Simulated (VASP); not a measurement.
A run of VASP 6.6.1 is set up as follows.

File INCAR:

```
SYSTEM = Sn3Br
PREC = Accurate
ENCUT = 600
EDIFF = 1E-7
ISMEAR = 0
SIGMA = 0.1
LREAL = .False.
LASPH = .True.
NELM = 100
ALGO = Normal
ISIF = 3
LWAVE = .False.
LCHARG = .False.
GGA = PE
IBRION = 2
NSW = 90
EDIFFG = -0.04
```

The input KPOINTS:

```
regular mesh
0
Gamma
  3 3 6
  0 0 0
```

POSCAR

```
Sn3Br
1.0
    6.7951636937      0.0000000000      0.0000000000
   -3.3975818468      5.8847843816      0.0000000000
    0.0000000000      0.0000000000      2.9482659082
Sn Br
3 1
Direct
    0.5000000000      0.0000000000      0.0000000000
    0.0000000000      0.5000000000      0.0000000000
    0.5000000000      0.5000000000      0.0000000000
    0.0000000000      0.0000000000      0.0000000000
```

Potentials or basis: VASP PAW PBE potentials, release 64 (Sn_d, Br).

Command:

```sh
$ cat potpaw_PBE.64/Sn_d/POTCAR potpaw_PBE.64/Br/POTCAR > POTCAR
$ mpirun -np 1 vasp_std > vasp.out
```

Task: Predict the relaxed volume.

Result: 29.66 Å³/atom.

Task: Predict the space group after relaxing (to 0.1 Å).

Result: P6/mmm (No. 191).

Task: Predict the band gap on the k mesh.

Result: Zero (an odd number of electrons rules out a gap without spin polarisation).

Step by step:
```
step  energy change (eV)  largest force (eV/Å)  pressure (GPa)  volume (Å³)
   1              0.0000                0.0000           -0.39       117.90
   2             -0.2413                0.0000            0.29       116.50
   3              0.2081                0.0000            5.73       110.59
   4             -0.3459                0.0000            1.09       115.16
   5             -0.3494                0.0000            1.37       114.75
   6             -0.3498                0.0000            1.32       114.82
   7             -0.3633                0.0000           -0.20       119.38
   8             -0.3647                0.0000            0.13       118.29
   9             -0.3654                0.0000           -0.02       118.66
```

Caveat: spin-orbit coupling is left out, which moves the levels of the heavy elements; an odd number of electrons without spin polarisation forces a metal; a magnetic or distorted state may lie lower.
